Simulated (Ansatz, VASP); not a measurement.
**Two plane-wave programs on Hf2TaN2**

The input INCAR:

```
PREC = Accurate
ENCUT = 520
EDIFF = 1E-6
ISMEAR = 0
SIGMA = 0.1
LREAL = False
LASPH = True
NELM = 150
ALGO = Normal
ISIF = 2
LWAVE = False
LCHARG = True
ISPIN = 2
MAGMOM = 0 0 1 0 0
LORBIT = 11
LMAXMIX = 4
GGA = PE
LELF = True
LVHAR = True
NBANDS = 32
```

The input KPOINTS:

```
regular mesh
0
Gamma
  6 6 4
```

The input POSCAR:

```
Hf2TaN2
1.0
    4.6364619790      0.0000000000      0.0000000000
   -2.3182309895      4.0152938575      0.0000000000
    0.0000000000      0.0000000000      4.0910356365
Hf Ta N
2 1 2
Direct
    0.3333333333      0.6666666667      0.5000000000
    0.6666666667      0.3333333333      0.5000000000
    0.0000000000      0.0000000000      0.0000000000
    0.3333333333      0.6666666667      0.0000000000
    0.6666666667      0.3333333333      0.0000000000
```

Input for Ansatz:

```yaml
crystal:
  lattice:
    - [4.636461979, 0.0, 0.0]
    - [-2.3182309895, 4.0152938575, 0.0]
    - [0.0, 0.0, 4.0910356365]
  atoms:
    - { symbol: Hf, position: [0.3333333333, 0.6666666667, 0.5] }
    - { symbol: Hf, position: [0.6666666667, 0.3333333333, 0.5] }
    - { symbol: Ta, position: [0.0, 0.0, 0.0], spin: 1.0 }
    - { symbol: "N", position: [0.3333333333, 0.6666666667, 0.0] }
    - { symbol: "N", position: [0.6666666667, 0.3333333333, 0.0] }
basis:
  ecutwfc: 420
kpoints:
  mp_grid: { grid: [6, 6, 4] }
hamiltonian:
  xc: pbe
scf:
  occupations: { method: gaussian, width: 0.1 }
  lower_state_search: "off"
output:
  forces: true
  stress: true
  eigenvalues: true
  populations: true
magnetization:
  spin_polarized: true
```

Alike in both runs: task single point; functional PBE; k mesh 6 × 6 × 4; occupations gaussian, width 0.1 eV; collinear spin.

```csv
,VASP,Ansatz
version,VASP 6.6.1,Ansatz 0.2.0
potentials or method,"VASP PAW PBE potentials, release 64 (Hf_pv, Ta_pv, N), cutoff 520 eV","scalar-relativistic, plane waves, PAW"
valence electrons in the cell,41,75
```

VASP gave:

| Quantity | Value |
| --- | --- |
| gap on the k mesh at the Fermi level (eV) | none |
| pressure (GPa) | -0.2 |
| traceless stress, the component that is largest in VASP (GPa) | -0.22 |
| net moment per atom (μB) | 0.00 |

Q: What did Ansatz give for the same quantities?

A: gap on the k mesh at the Fermi level (eV): none; pressure (GPa): 0.0; traceless stress, the component that is largest in VASP (GPa): -0.24; net moment per atom (μB): 0.00.

A gap of «none» marks a metal or a gap that the smearing closes. The functional is the same, so the differences come from potentials, cutoffs and numerics. VASP's potentials hold 41 valence electrons a cell and Ansatz's 75, so a difference there can come from the potentials and not from the codes. Ansatz's warnings: seeded moment not kept.

The k mesh is coarse, so the values compare programs but aren't converged. Neither program's run includes spin-orbit coupling.
